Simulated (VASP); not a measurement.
# Si (P1) in VASP: single point with PBE

Aim: the single point of Si with PBE.

All numbers are computed with VASP 6.6.1; they aren't measurements. Logs are shortened: lines on timing, memory, paths and dates and some standing lists are left out, and cuts for length are marked.

## (1) The cell of the first run

The typed cell holds 8 atoms: a = 5.494 Å, b = 5.290 Å, c = 5.819 Å, α = 87.66°, β = 92.95°, γ = 87.77°.

## (2) Single point, PBE (atoms moved at random and the cell strained at random)

INCAR reads:

```
SYSTEM = Si
PREC = Accurate
ENCUT = 520
EDIFF = 1E-6
ISMEAR = 0
SIGMA = 0.05
LREAL = .False.
LASPH = .True.
NELM = 100
ALGO = Normal
ISIF = 2
LWAVE = .False.
LCHARG = .True.
GGA = PE
LELF = .True.
LVHAR = .True.
NBANDS = 26
```

KPOINTS reads:

```
Automatic mesh
0
Gamma
  6 6 6
  0 0 0
```

POSCAR reads:

```
Si
1.0
    5.4910591636     -0.1064745217      0.1463695266
    0.1064745217     -5.2878254107     -0.1147771167
   -0.1463695266     -0.1147771167     -5.8160720441
Si
8
Direct
    0.4976024881      0.0110363994     -0.0321539209
   -0.0383442648      0.4815907949     -0.0890149947
   -0.0835997455      0.0725307764      0.5197889474
    0.5011387264      0.4531681239      0.4366206173
    0.7367025834      0.8050112261      0.7896655415
    0.2673955962      0.2092626985      0.7539279499
    0.2854715233      0.7182851358      0.2807715946
    0.8336330929      0.2491148449      0.3403942649
```

Potentials or basis: VASP PAW PBE potentials, release 64 (Si).

On the command line:

```
cat potpaw_PBE.64/Si/POTCAR > POTCAR
mpirun -np 1 vasp_std > vasp.out
```

OUTCAR:

```text
SYSTEM = Si
   PREC = Accurate
   ENCUT = 520
   EDIFF = 1E-6
   ISMEAR = 0
   LREAL = .False.
   LASPH = .True.
   NELM = 100
   ISIF = 2
   GGA = PE

 ion  position               nearest neighbor table
   1  0.498  0.011  0.968-   6 1.97   5 2.03   7 2.68   8 3.11
   2  0.962  0.482  0.911-   5 2.14   6 2.41   8 2.87   7 3.06
   3  0.916  0.073  0.520-   8 1.42   5 2.35   6 2.45   4 2.99   7 3.12
   4  0.501  0.453  0.437-   7 1.96   8 2.19   6 2.63   3 2.99   5 3.10
   5  0.737  0.805  0.790-   1 2.03   2 2.14   3 2.35   4 3.10
   6  0.267  0.209  0.754-   1 1.97   2 2.41   3 2.45   4 2.63
   7  0.285  0.718  0.281-   4 1.96   1 2.68   2 3.06   3 3.12
   8  0.834  0.249  0.340-   3 1.42   4 2.19   2 2.87   1 3.11

 -----------------------------------------------------------------------------
|                                                                             |
|           W    W    AA    RRRRR   N    N  II  N    N   GGGG   !!!           |
|           W    W   A  A   R    R  NN   N  II  NN   N  G    G  !!!           |
|           W    W  A    A  R    R  N N  N  II  N N  N  G       !!!           |
|           W WW W  AAAAAA  RRRRR   N  N N  II  N  N N  G  GGG   !            |
|           WW  WW  A    A  R   R   N   NN  II  N   NN  G    G                |
|           W    W  A    A  R    R  N    N  II  N    N   GGGG   !!!           |
|                                                                             |
|     The distance between some ions is very small. Please check the          |
|     nearest-neighbor list in the OUTCAR file.                               |
|     I HOPE YOU KNOW WHAT YOU ARE DOING!                                     |
|                                                                             |
 -----------------------------------------------------------------------------

  LATTYP: Found a triclinic cell.
 ALAT       =     7.4771884001
 B/A-ratio  =     0.7075042470
 C/A-ratio  =     1.0974138487
 COS(alpha) =     0.0029489985
 COS(beta)  =     0.5208298246
 COS(gamma) =     0.6789145495

  Lattice vectors:

 A1 = (   5.3845846419,   5.1813508890,   0.2611466433)
 A2 = (  -0.1064745217,   5.2878254107,   0.1147771167)
 A3 = (   5.6374286902,   0.0083025950,   5.9624415707)

Analysis of symmetry for initial positions (statically):
=====================================================================
 Subroutine PRICEL returns:
 Original cell was already a primitive cell.

 Routine SETGRP: Setting up the symmetry group for a
 triclinic supercell.

 Subroutine GETGRP returns: Found  1 space group operations
 (whereof  1 operations were pure point group operations)
 out of a pool of  2 trial point group operations.

The static configuration has the point symmetry C_1 .

Analysis of symmetry for dynamics (positions and initial velocities):
=====================================================================
 Subroutine PRICEL returns:
 Original cell was already a primitive cell.

 Routine SETGRP: Setting up the symmetry group for a
 triclinic supercell.

 Subroutine GETGRP returns: Found  1 space group operations
 (whereof  1 operations were pure point group operations)
 out of a pool of  2 trial point group operations.

The dynamic configuration has the point symmetry C_1 .

 Subroutine INISYM returns: Found  1 space group operations
 (whereof  1 operations are pure point group operations),
 and found     1 'primitive' translations

----------------------------------------------------------------------------------------

                                     Primitive cell

  volume of cell :     168.6189

  direct lattice vectors                    reciprocal lattice vectors
     5.491059164 -0.106474522  0.146369527     0.182311658  0.003772194 -0.004662568
     0.106474522 -5.287825411 -0.114777117    -0.003772194 -0.189272749  0.003830130
    -0.146369527 -0.114777117 -5.816072044     0.004662568  0.003830130 -0.172130273

  length of vectors
     5.494041463  5.290142549  5.819045613     0.182410278  0.189349077  0.172236002

  position of ions in fractional coordinates (direct lattice)
     0.497602488  0.011036399  0.967846079
     0.961655735  0.481590795  0.910985005
     0.916400254  0.072530776  0.519788947
     0.501138726  0.453168124  0.436620617
     0.736702583  0.805011226  0.789665541
     0.267395596  0.209262698  0.753927950
     0.285471523  0.718285136  0.280771595
     0.833633093  0.249114845  0.340394265

  ion indices of the primitive-cell ions
   primitive index   ion index
                 1           1
                 2           2
                 3           3
                 4           4
                 5           5
                 6           6
                 7           7
                 8           8

----------------------------------------------------------------------------------------

 KPOINTS: Automatic mesh

Automatic generation of k-mesh.
 Grid dimensions read from file:
 generate k-points for:    6    6    6

 Generating k-lattice:

  Cartesian coordinates                     Fractional coordinates (reciprocal lattice)
     0.030385276  0.000628699 -0.000777095     0.166666667  0.000000000 -0.000000000
    -0.000628699 -0.031545458  0.000638355     0.000000000  0.166666667  0.000000000
     0.000777095  0.000638355 -0.028688379     0.000000000  0.000000000  0.166666667

  Length of vectors
     0.030401713  0.031558180  0.028706000

  Shift w.r.t. Gamma in fractional coordinates (k-lattice)
     0.000000000  0.000000000  0.000000000

 Subroutine IBZKPT returns following result:
 ===========================================

 Found    112 irreducible k-points:

 Following reciprocal coordinates:
            Coordinates               Weight
  0.000000  0.000000  0.000000      1.000000
  0.166667  0.000000  0.000000      2.000000
  0.333333  0.000000  0.000000      2.000000
  0.500000  0.000000  0.000000      1.000000
  0.000000  0.166667  0.000000      2.000000
  0.166667  0.166667  0.000000      2.000000
[... 16 lines left out ...]
  0.333333  0.000000  0.166667      2.000000
  0.500000  0.000000  0.166667      2.000000
 [... further k-points ...]
   k-points           NKPTS =    112   k-points in BZ     NKDIM =    112   number of bands    NBANDS=     26
   number of dos      NEDOS =    301   number of ions     NIONS =      8
   total plane-waves  NPLWV =  80640
   dimension x,y,z NGX =    42 NGY =   40 NGZ =   48
   dimension x,y,z NGXF=    84 NGYF=   80 NGZF=   96
   ions per type =               8
   NGX,Y,Z   is equivalent  to a cutoff of  12.71, 12.57, 13.71 a.u.
   NGXF,Y,Z  is equivalent  to a cutoff of  25.42, 25.14, 27.43 a.u.
 SYSTEM =  Si
   PREC   = accura    normal or accurate (medium, high low for compatibility)
   ISTART =      0    job   : 0-new  1-cont  2-samecut
   ICHARG =      2    charge: 1-file 2-atom 10-const
   ISPIN  =      1    spin polarized calculation?
   LNONCOLLINEAR =      F non collinear calculations
   LSORBIT =      F    spin-orbit coupling
   LASPH  =      T    aspherical Exc in radial PAW
   ENCUT  =  520.0 eV  38.22 Ry    6.18 a.u.  10.22  9.84 10.82*2*pi/ulx,y,z
   NELM   =    100;   NELMIN=  2; NELMDL= -5     # of ELM steps
   EDIFF  = 0.1E-05   stopping-criterion for ELM
   LREAL  =      F    real-space projection
   EDIFFG = 0.1E-04   stopping-criterion for IOM
   NSW    =      0    number of steps for IOM
   IBRION =     -1    ionic relax: 0-MD 1-quasi-New 2-CG
   NFREE  =      0    steps in history (QN), initial steepest desc. (CG)
   ISIF   =      2    stress and relaxation
   ISYM   =      2    0-nonsym 1-usesym 2-fastsym
   POTIM  = 0.5000    time-step for ionic-motion
   TEBEG  =    0.0;   TEEND  =   0.0 temperature during run
   PSTRESS=    0.0 pullay stress
   NELECT =      32.0000    total number of electrons
   NUPDOWN=      -1.0000    fix difference up-down
   EMIN   =  10.00;   EMAX   =-10.00  energy-range for DOS
   EFERMI =   0.00;   METHOD = LEGACY
   ISMEAR =     0;   SIGMA  =   0.05  broadening in eV -4-tet -1-fermi 0-gaus
   EFERMI_NEDOS =   21; number of points for ismear=-14 and -15
   IALGO  =     38    algorithm
   IMIX   =      4    mixing-type and parameters
     AMIX     =   0.40;   BMIX     =  1.00
     AMIX_MAG =   1.60;   BMIX_MAG =  1.00
  volume/ion in A,a.u.               =      21.08       142.24
  Fermi-wavevector in a.u.,A,eV,Ry     =   0.940783  1.777822 12.042139  0.885072
  Thomas-Fermi vector in A             =   2.068229
   LORBIT       =      0    0 simple, 1 ext, 2 COOP (PROOUT), +10 PAW based schemes
   GGA     = PE    functional components
   LHFCALC =     F    Hartree Fock is set to
   AEXX    =    0.0000 exact exchange contribution
   IVDW    =     0    specifies the selected vdW correction
   LEPSILON=     F    determine dielectric tensor
   LRPA    =     F    only Hartree local field effects (RPA)
 non-spin polarized calculation
 Gauss-broadening in eV      SIGMA  =   0.05
  energy-cutoff  :      520.00
  volume of cell :      168.62
 maximum number of plane-waves:      4563
 NGX is ok and might be reduce to    42
   NGX = 21   NGY = 19   NGZ = 21

 number of electron      31.9999999 magnetization

 Free energy of the ion-electron system (eV)
  ---------------------------------------------------
  ext. energy  EPLUGINS =         0.00000000
  ---------------------------------------------------
  free energy    TOTEN  =       -20.72639100 eV

  energy without entropy =      -20.72338268  energy(sigma->0) =      -20.72488684

 E-fermi :   5.2141     XC(G=0):  -9.1825

 val. band max:        5.2126157301   @ k =   0.5000   0.5000   0.3333
 cond. band min:       5.2275547197   @ k =   0.3333   0.1667   0.0000
 fundamental gap:      0.0149389896
 Fermi energy:         5.2140508355

 k-point     1 :       0.0000    0.0000    0.0000
  band No.  band energies     occupation
      1      -7.1101      2.00000
      2      -4.7885      2.00000
      3      -3.8490      2.00000
      4      -3.0887      2.00000
      5      -2.6031      2.00000
      6      -1.3080      2.00000
[... 685 lines left out ...]
     25       9.5648      0.00000
     26       9.9678      0.00000

 [... further k-points ...]

------------------------ aborting loop because EDIFF is reached ----------------------------------------

  FORCE on cell =-STRESS in cart. coord.  units (eV):
  Direction    XX          YY          ZZ          XY          YZ          ZX
  --------------------------------------------------------------------------------------
  -------------------------------------------------------------------------------------
  Total       19.0898966     43.5903753     42.8716671     31.7697490    -41.5663542    -23.3236758
  in kB      181.3876800    414.1854310    407.3564358    301.8686368   -394.9536613   -221.6160483
  external PRESSURE =     334.3098489 kB  Pullay stress =       0.0000000 kB

 VOLUME and BASIS-vectors are now :
 -----------------------------------------------------------------------------
  energy-cutoff  :      520.00
  volume of cell :      168.62
      direct lattice vectors                 reciprocal lattice vectors
     5.491059164 -0.106474522  0.146369527     0.182311658  0.003772194 -0.004662568
     0.106474522 -5.287825411 -0.114777117    -0.003772194 -0.189272749  0.003830130
    -0.146369527 -0.114777117 -5.816072044     0.004662568  0.003830130 -0.172130273

 POSITION                                       TOTAL-FORCE (eV/Angst)
 -----------------------------------------------------------------------------------
      2.59188     -0.22243     -5.55750         0.627562      1.582653     -7.609141
      5.19845     -2.75352     -5.21287         1.774958      1.935638     -2.613474
      4.96365     -0.54076     -2.89732        17.298363     36.714949    -39.928929
      2.73613     -2.49975     -2.51808         1.884480      3.611015     -4.336682
      4.01541     -4.42583     -4.57732         1.449420      1.532264      3.536352
      1.38021     -1.22155     -4.36978        -3.475968     -4.193028      4.636417
      1.60292     -3.86079     -1.67365        -4.169072     -5.163163      3.923860
      4.55423     -1.44511     -1.88633       -15.389742    -36.020328     42.391597
 -----------------------------------------------------------------------------------
    total drift:                               -0.000041      0.000046     -0.000044

  FREE ENERGIE OF THE ION-ELECTRON SYSTEM (eV)
  ---------------------------------------------------
  free  energy   TOTEN  =       -20.7263909955 eV

  energy  without entropy=      -20.7233826789  energy(sigma->0) =      -20.72488684
```

It took 13 min on 1 thread of Intel Xeon 8259CL, shared host; peak memory 0.48 GiB.

Results:

```
Free energy            : -20.7264 eV
Pressure               : 33.4 GPa
Largest force          : 57.718 eV/Å
Band gap on the k mesh : zero (bands 16 and 17 overlap by 0.84 eV)
```

Forces in eV/Å, atoms in the order of the input:
```
Si    0.628   1.583  -7.609
Si    1.775   1.936  -2.613
Si   17.298  36.715 -39.929
Si    1.884   3.611  -4.337
Si    1.449   1.532   3.536
Si   -3.476  -4.193   4.636
Si   -4.169  -5.163   3.924
Si  -15.390 -36.020  42.392
```

Stress tensor (GPa, compression positive):
```
 18.14  30.19 -22.16
 30.19  41.42 -39.50
-22.16 -39.50  40.74
```

Levels at points of the mesh, in eV from the Fermi level:
| k point | band 12 | band 13 | band 14 | band 15 | band 16 | band 17 | band 18 | band 19 | band 20 | band 21 |
| --- | --- | --- | --- | --- | --- | --- | --- | --- | --- | --- |
| (0.00, 0.00, 0.00) | -2.12 | -2.05 | -1.26 | -1.18 | -0.63 | 0.05 | 0.52 | 0.66 | 1.05 | 1.40 |
| (0.50, 0.00, 0.00) | -2.73 | -1.78 | -1.55 | -1.23 | -0.62 | 0.26 | 0.55 | 1.53 | 1.93 | 2.62 |
| (0.00, 0.50, 0.00) | -3.08 | -2.45 | -1.65 | -1.12 | -0.63 | 0.27 | 0.65 | 1.87 | 2.60 | 3.14 |
| (0.50, 0.50, 0.00) | -3.20 | -2.24 | -1.00 | -0.62 | -0.10 | 0.53 | 1.52 | 2.20 | 2.63 | 3.25 |
| (0.00, 0.00, 0.50) | -2.77 | -2.14 | -1.80 | -1.05 | -0.77 | -0.02 | 0.65 | 1.57 | 1.95 | 2.87 |
| (0.50, 0.00, 0.50) | -2.92 | -2.01 | -1.26 | -0.72 | -0.24 | 0.23 | 1.13 | 1.35 | 1.95 | 2.99 |
| (0.00, 0.50, 0.50) | -3.02 | -1.76 | -1.02 | -0.90 | -0.47 | 0.60 | 1.15 | 1.32 | 2.38 | 3.10 |
| (0.50, 0.50, 0.50) | -1.27 | -0.90 | -0.83 | -0.33 | -0.11 | 0.33 | 0.68 | 1.13 | 1.32 | 1.73 |

Caveat: the cell differs from its parent crystal (atoms moved at random and the cell strained at random); atoms lie so close that the PAW spheres overlap strongly, which falsifies energies and pressures; the stress differs along the axes, from 18 to 41 GPa; forces of over 1 eV/Å act on the atoms, so gaps and moduli don't describe the material at rest.
